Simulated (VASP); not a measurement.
# GaP (R-3m) in VASP: single point with r2SCAN

Aim: the single point of GaP with r2SCAN.

Everything below comes from runs of VASP 6.6.1. Logs are shortened: lines on timing, memory, paths and dates and some standing lists are left out, and cuts for length are marked.

## 1. The cell of the first run

Symmetry: R-3m, No. 166, trigonal system. Conventional cell: a = 3.885 Å, b = 3.885 Å, c = 19.305 Å, α = 90.00°, β = 90.00°, γ = 120.00°. Ga (site symmetry 3m) has 3 P at 2.40 Å and 1 Ga at 2.49 Å within 3.2 Å. P (site symmetry 3m) has 1 P at 2.22 Å and 3 Ga at 2.40 Å within 2.9 Å.

## 2. Single point, r2SCAN

The input, POSCAR:

```
GaP
1.0
    1.9422823988      1.1213772658      6.4350460938
   -1.9422823988      1.1213772658      6.4350460938
    0.0000000000     -2.2427545316      6.4350460938
Ga P
2 2
Direct
    0.4355849402      0.4355849402      0.4355849402
    0.5644150598      0.5644150598      0.5644150598
    0.0575054016      0.0575054016      0.0575054016
    0.9424945984      0.9424945984      0.9424945984
```

The input, INCAR.step1:

```
PREC     = Accurate       # precision mode
ENCUT    = 520            # plane-wave cutoff, eV
ISMEAR   = 0              # smearing method
SIGMA    = 0.02           # smearing width, eV
LREAL    = F              # projectors in reciprocal space
LASPH    = T              # aspherical terms in the spheres
NELM     = 100            # most SCF steps
NBANDS   = 26             # bands
GGA      = PE             # functional
ALGO     = Normal         # electronic algorithm
EDIFF    = 1E-4           # SCF threshold, eV
LWAVE    = T              # write WAVECAR
LCHARG   = F              # write CHGCAR
```

The input, INCAR.step2:

```
PREC     = Accurate       # precision mode
ENCUT    = 520            # plane-wave cutoff, eV
EDIFF    = 1E-6           # SCF threshold, eV
ISMEAR   = 0              # smearing method
SIGMA    = 0.02           # smearing width, eV
LREAL    = F              # projectors in reciprocal space
LASPH    = T              # aspherical terms in the spheres
NELM     = 100            # most SCF steps
ALGO     = Normal         # electronic algorithm
ISIF     = 2              # what is computed and relaxed
LWAVE    = F              # write WAVECAR
LCHARG   = T              # write CHGCAR
METAGGA  = R2SCAN         # meta-GGA
LMIXTAU  = T            
LELF     = T              # ELF
LVHAR    = T            
NBANDS   = 26             # bands
ISTART   = 1
```

The input, KPOINTS:

```
regular mesh
0
Gamma
  12 12 12
```

Potentials or basis: VASP PAW PBE potentials, release 64 (Ga_d, P).

Started as:

```console
$ cat potpaw_PBE.64/Ga_d/POTCAR potpaw_PBE.64/P/POTCAR > POTCAR
$ cp INCAR.step1 INCAR
$ mpirun -np 1 vasp_std > vasp.out
$ cp INCAR.step2 INCAR
$ mpirun -np 1 vasp_std > vasp.out
```

OUTCAR:

```text
PREC = Accurate
   ENCUT = 520
   EDIFF = 1E-6
   ISMEAR = 0
   LREAL = F
   LASPH = T
   NELM = 100
   ISIF = 2
   METAGGA = R2SCAN
   ISTART = 1

 ion  position               nearest neighbor table
   1  0.436  0.436  0.436-   3 2.40   3 2.40   3 2.40   2 2.49
   2  0.564  0.564  0.564-   4 2.40   4 2.40   4 2.40   1 2.49
   3  0.058  0.058  0.058-   4 2.22   1 2.40   1 2.40   1 2.40
   4  0.942  0.942  0.942-   3 2.22   2 2.40   2 2.40   2 2.40

  LATTYP: Found a trigonal (rhomboedric) cell.
 ALAT       =     6.8146728548
 COS(alpha) =     0.8375331647

  Lattice vectors:

 A1 = (   1.9422823988,   1.1213772658,   6.4350460938)
 A2 = (  -1.9422823988,   1.1213772658,   6.4350460938)
 A3 = (   0.0000000000,  -2.2427545316,   6.4350460938)

Analysis of symmetry for initial positions (statically):
=====================================================================
 Subroutine PRICEL returns:
 Original cell was already a primitive cell.

 Routine SETGRP: Setting up the symmetry group for a
 trigonal (rhombohedral) supercell.

 Subroutine GETGRP returns: Found 12 space group operations
 (whereof 12 operations were pure point group operations)
 out of a pool of 12 trial point group operations.

The static configuration has the point symmetry D_3d.

Analysis of symmetry for dynamics (positions and initial velocities):
=====================================================================
 Subroutine PRICEL returns:
 Original cell was already a primitive cell.

 Routine SETGRP: Setting up the symmetry group for a
 trigonal (rhombohedral) supercell.

 Subroutine GETGRP returns: Found 12 space group operations
 (whereof 12 operations were pure point group operations)
 out of a pool of 12 trial point group operations.

The dynamic configuration has the point symmetry D_3d.

 Subroutine INISYM returns: Found 12 space group operations
 (whereof 12 operations are pure point group operations),
 and found     1 'primitive' translations

----------------------------------------------------------------------------------------

                                     Primitive cell

  volume of cell :      84.0944

  direct lattice vectors                    reciprocal lattice vectors
     1.942282399  1.121377266  6.435046094     0.257429095  0.148626757  0.051799681
    -1.942282399  1.121377266  6.435046094    -0.257429095  0.148626757  0.051799681
     0.000000000 -2.242754532  6.435046094     0.000000000 -0.297253514  0.051799681

  length of vectors
     6.814672855  6.814672855  6.814672855     0.301733092  0.301733092  0.301733092

  position of ions in fractional coordinates (direct lattice)
     0.435584940  0.435584940  0.435584940
     0.564415060  0.564415060  0.564415060
     0.057505402  0.057505402  0.057505402
     0.942494598  0.942494598  0.942494598

  ion indices of the primitive-cell ions
   primitive index   ion index
                 1           1
                 2           2
                 3           3
                 4           4

----------------------------------------------------------------------------------------

 KPOINTS: regular mesh

Automatic generation of k-mesh.
 Grid dimensions read from file:
 generate k-points for:   12   12   12

 Generating k-lattice:

  Cartesian coordinates                     Fractional coordinates (reciprocal lattice)
     0.021452425  0.012385563  0.004316640     0.083333333  0.000000000 -0.000000000
    -0.021452425  0.012385563  0.004316640     0.000000000  0.083333333 -0.000000000
     0.000000000 -0.024771126  0.004316640    -0.000000000 -0.000000000  0.083333333

  Length of vectors
     0.025144424  0.025144424  0.025144424

  Shift w.r.t. Gamma in fractional coordinates (k-lattice)
     0.000000000  0.000000000  0.000000000

 Subroutine IBZKPT returns following result:
 ===========================================

 Found    189 irreducible k-points:

 Following reciprocal coordinates:
            Coordinates               Weight
  0.000000  0.000000  0.000000      1.000000
  0.083333  0.000000  0.000000      6.000000
  0.166667  0.000000  0.000000      6.000000
  0.250000  0.000000  0.000000      6.000000
  0.333333  0.000000  0.000000      6.000000
  0.416667  0.000000  0.000000      6.000000
[... 16 lines left out ...]
  0.500000  0.166667  0.000000     12.000000
 -0.416667  0.166667 -0.000000     12.000000
 [... further k-points ...]
   k-points           NKPTS =    189   k-points in BZ     NKDIM =    189   number of bands    NBANDS=     26
   number of dos      NEDOS =    301   number of ions     NIONS =      4
   total plane-waves  NPLWV = 157464
   dimension x,y,z NGX =    54 NGY =   54 NGZ =   54
   dimension x,y,z NGXF=   108 NGYF=  108 NGZF=  108
   ions per type =               2   2
   NGX,Y,Z   is equivalent  to a cutoff of  13.17, 13.17, 13.17 a.u.
   NGXF,Y,Z  is equivalent  to a cutoff of  26.35, 26.35, 26.35 a.u.
 SYSTEM =  unknown system
   PREC   = accura    normal or accurate (medium, high low for compatibility)
   ISTART =      1    job   : 0-new  1-cont  2-samecut
   ICHARG =      0    charge: 1-file 2-atom 10-const
   ISPIN  =      1    spin polarized calculation?
   LNONCOLLINEAR =      F non collinear calculations
   LSORBIT =      F    spin-orbit coupling
   LASPH  =      T    aspherical Exc in radial PAW
   ENCUT  =  520.0 eV  38.22 Ry    6.18 a.u.  12.67 12.67 12.67*2*pi/ulx,y,z
   NELM   =    100;   NELMIN=  2; NELMDL=  0     # of ELM steps
   EDIFF  = 0.1E-05   stopping-criterion for ELM
   LREAL  =      F    real-space projection
   EDIFFG = 0.1E-04   stopping-criterion for IOM
   NSW    =      0    number of steps for IOM
   IBRION =     -1    ionic relax: 0-MD 1-quasi-New 2-CG
   NFREE  =      0    steps in history (QN), initial steepest desc. (CG)
   ISIF   =      2    stress and relaxation
   ISYM   =      2    0-nonsym 1-usesym 2-fastsym
   POTIM  = 0.5000    time-step for ionic-motion
   TEBEG  =    0.0;   TEEND  =   0.0 temperature during run
   PSTRESS=    0.0 pullay stress
   NELECT =      36.0000    total number of electrons
   NUPDOWN=      -1.0000    fix difference up-down
   EMIN   =  10.00;   EMAX   =-10.00  energy-range for DOS
   EFERMI =   0.00;   METHOD = LEGACY
   ISMEAR =     0;   SIGMA  =   0.02  broadening in eV -4-tet -1-fermi 0-gaus
   EFERMI_NEDOS =   21; number of points for ismear=-14 and -15
   IALGO  =     38    algorithm
   IMIX   =      4    mixing-type and parameters
     AMIX     =   0.40;   BMIX     =  1.00
     AMIX_MAG =   1.60;   BMIX_MAG =  1.00
  volume/ion in A,a.u.               =      21.02       141.87
  Fermi-wavevector in a.u.,A,eV,Ry     =   1.233824  2.331590 20.712454  1.522322
  Thomas-Fermi vector in A             =   2.368539
   LORBIT       =      0    0 simple, 1 ext, 2 COOP (PROOUT), +10 PAW based schemes
   METAGGA = R2SCAN    functional components
   LHFCALC =     F    Hartree Fock is set to
   AEXX    =    0.0000 exact exchange contribution
   IVDW    =     0    specifies the selected vdW correction
   LEPSILON=     F    determine dielectric tensor
   LRPA    =     F    only Hartree local field effects (RPA)
 non-spin polarized calculation
 Gauss-broadening in eV      SIGMA  =   0.02
  energy-cutoff  :      520.00
  volume of cell :       84.09
 maximum number of plane-waves:      2282
 NGX is ok and might be reduce to    54
   NGX = 25   NGY = 25   NGZ = 25

 number of electron      36.0000007 magnetization

 Free energy of the ion-electron system (eV)
  ---------------------------------------------------
  ext. energy  EPLUGINS =         0.00000000
  ---------------------------------------------------
  free energy    TOTEN  =       -42.30887974 eV

  energy without entropy =      -42.30887974  energy(sigma->0) =      -42.30887974

 E-fermi :   4.5801     XC(G=0): -10.3708

 val. band max:        4.4384967508   @ k =   0.0000   0.0000   0.0000
 cond. band min:       5.4915602461   @ k =   0.5000   0.5000   0.0000
 fundamental gap:      1.0530634953
 Fermi energy:         4.5801384032

 k-point     1 :       0.0000    0.0000    0.0000
  band No.  band energies     occupation
      1     -10.7549      2.00000
      2     -10.6242      2.00000
      3     -10.6242      2.00000
      4     -10.6082      2.00000
      5     -10.6082      2.00000
      6     -10.5485      2.00000
[... 18 lines left out ...]
     25       9.1848      0.00000
     26      13.1405      0.00000

 k-point     2 :       0.0833    0.0000    0.0000
  band No.  band energies     occupation
      1     -10.7535      2.00000
      2     -10.6346      2.00000
      3     -10.6232      2.00000
      4     -10.6131      2.00000
      5     -10.6051      2.00000
      6     -10.5498      2.00000
[... 18 lines left out ...]
     25       9.4348      0.00000
     26      13.3414      0.00000

 k-point     3 :       0.1667    0.0000    0.0000
  band No.  band energies     occupation
      1     -10.7502      2.00000
      2     -10.6598      2.00000
      3     -10.6251      2.00000
      4     -10.6208      2.00000
      5     -10.5966      2.00000
      6     -10.5535      2.00000
[... 18 lines left out ...]
     25      10.1159      0.00000
     26      12.5259      0.00000

 k-point     4 :       0.2500    0.0000    0.0000
  band No.  band energies     occupation
      1     -10.7472      2.00000
      2     -10.6887      2.00000
      3     -10.6389      2.00000
      4     -10.6183      2.00000
      5     -10.5850      2.00000
      6     -10.5588      2.00000
[... 18 lines left out ...]
     25      11.0315      0.00000
     26      12.0632      0.00000
[... 496 lines left out ...]
      1     -10.7434      2.00000
      2     -10.7120      2.00000
      3     -10.6578      2.00000
      4     -10.6132      2.00000
      5     -10.5857      2.00000
      6     -10.5525      2.00000
[... 18 lines left out ...]
     25      10.5227      0.00000
     26      12.9272      0.00000

 k-point    23 :       0.5000    0.1667    0.0000
  band No.  band energies     occupation
      1     -10.7466      2.00000
      2     -10.7201      2.00000
      3     -10.6625      2.00000
      4     -10.6125      2.00000
      5     -10.5853      2.00000
      6     -10.5504      2.00000
[... 18 lines left out ...]
     25      11.5065      0.00000
     26      12.8716      0.00000

 k-point    24 :      -0.4167    0.1667   -0.0000
  band No.  band energies     occupation
      1     -10.7505      2.00000
      2     -10.7199      2.00000
      3     -10.6646      2.00000
      4     -10.6127      2.00000
      5     -10.5850      2.00000
      6     -10.5494      2.00000
[... 18 lines left out ...]
     25      12.0367      0.00000
     26      12.7441      0.00000

 [... further k-points ...]

------------------------ aborting loop because EDIFF is reached ----------------------------------------

  FORCE on cell =-STRESS in cart. coord.  units (eV):
  Direction    XX          YY          ZZ          XY          YZ          ZX
  --------------------------------------------------------------------------------------
  -------------------------------------------------------------------------------------
  Total       -1.2629187     -1.2629187     -1.3948328      0.0000000      0.0000000      0.0000000
  in kB      -24.0612919    -24.0612919    -26.5745359      0.0000000      0.0000000      0.0000000
  external PRESSURE =     -24.8990399 kB  Pullay stress =       0.0000000 kB

 VOLUME and BASIS-vectors are now :
 -----------------------------------------------------------------------------
  energy-cutoff  :      520.00
  volume of cell :       84.09
      direct lattice vectors                 reciprocal lattice vectors
     1.942282399  1.121377266  6.435046094     0.257429095  0.148626757  0.051799681
    -1.942282399  1.121377266  6.435046094    -0.257429095  0.148626757  0.051799681
     0.000000000 -2.242754532  6.435046094     0.000000000 -0.297253514  0.051799681

 POSITION                                       TOTAL-FORCE (eV/Angst)
 -----------------------------------------------------------------------------------
      0.00000      0.00000      8.40903         0.000000      0.000000      0.007971
      0.00000      0.00000     10.89611         0.000000      0.000000     -0.007971
      0.00000      0.00000      1.11015         0.000000      0.000000     -0.057536
      0.00000      0.00000     18.19499         0.000000     -0.000000      0.057536
 -----------------------------------------------------------------------------------
    total drift:                               -0.000000     -0.000000      0.000000

  FREE ENERGIE OF THE ION-ELECTRON SYSTEM (eV)
  ---------------------------------------------------
  free  energy   TOTEN  =       -42.3088797364 eV

  energy  without entropy=      -42.3088797364  energy(sigma->0) =      -42.30887974
```

Run time: 64 min. Hardware: 1 thread of AMD EPYC 9R45 (Zen 5), shared host; peak memory 0.63 GiB.

What came out:

- Free energy: -42.3089 eV
- Pressure: -2.5 GPa
- Largest force: 0.058 eV/Å
- Band gap on the k mesh: 1.05 eV (least direct gap 1.50 eV)

Forces in eV/Å, atoms in the order of the input:
```
Ga   0.000  0.000  0.008
Ga   0.000  0.000 -0.008
P    0.000  0.000 -0.058
P    0.000  0.000  0.058
```

Caveat: the PAW data sets were made with another functional, which shifts forces and pressure a little. A k mesh can miss the band edges.
